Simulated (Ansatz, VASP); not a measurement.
Ti: VASP beside Ansatz

Contents of INCAR:

```
PREC = Accurate
ENCUT = 520
EDIFF = 1E-7
ISMEAR = -1
SIGMA = 0.05
LREAL = F
LASPH = T
NELM = 60
ALGO = Normal
ISIF = 2
LWAVE = F
LCHARG = F
GGA = PE
NBANDS = 12
```

File KPOINTS:

```
Automatic mesh
0
Gamma
  14 14 14
```

Contents of POSCAR:

```
Ti
1.0
   -1.6518678664      1.6518678664      1.6518678664
    1.6518678664     -1.6518678664      1.6518678664
    1.6518678664      1.6518678664     -1.6518678664
Ti
1
Direct
    0.0000000000      0.0000000000      0.0000000000
```

Input for Ansatz:

```yaml
crystal:
  lattice:
    - [-1.6518678664, 1.6518678664, 1.6518678664]
    - [1.6518678664, -1.6518678664, 1.6518678664]
    - [1.6518678664, 1.6518678664, -1.6518678664]
  atoms:
    - { symbol: Ti, position: [0.0, 0.0, 0.0] }
kpoints:
  mp_grid: { grid: [14, 14, 14] }
  band_path:
    path:
      - [0.0, 0.0, 0.0]
      - [0.5, -0.5, 0.5]
      - [0.0, 0.0, 0.5]
      - [0.0, 0.0, 0.0]
      - [0.25, 0.25, 0.25]
      - [0.5, -0.5, 0.5]
      - [0.25, 0.25, 0.25]
      - [0.0, 0.0, 0.5]
    npoints: 5
scf:
  occupations: { method: fermi_dirac, width: 0.05 }
hamiltonian:
  xc: pbe
  pseudopotentials: { kind: all_electron, lapw: { basis_error: 0.00025 } }
output:
  forces: true
  stress: true
  eigenvalues: true
```

Change from the starting cell: volume scaled by 1.02.

Alike in both runs: task single point; functional PBE; k mesh 14 × 14 × 14; occupations fermi-dirac, width 0.05 eV; no spin polarisation.

|  | VASP | Ansatz |
| --- | --- | --- |
| version | VASP 6.6.1 | Ansatz 0.2.0 |
| potentials or method | VASP PAW PBE potentials, release 64 (Ti_sv), cutoff 520 eV | all-electron LAPW, scalar-relativistic |

Ansatz gave:

- pressure (GPa): -4.3

Task: Which values does VASP return?

Result: Pressure (GPa): -4.5.

Ansatz ran all-electron here, and VASP with PAW potentials.
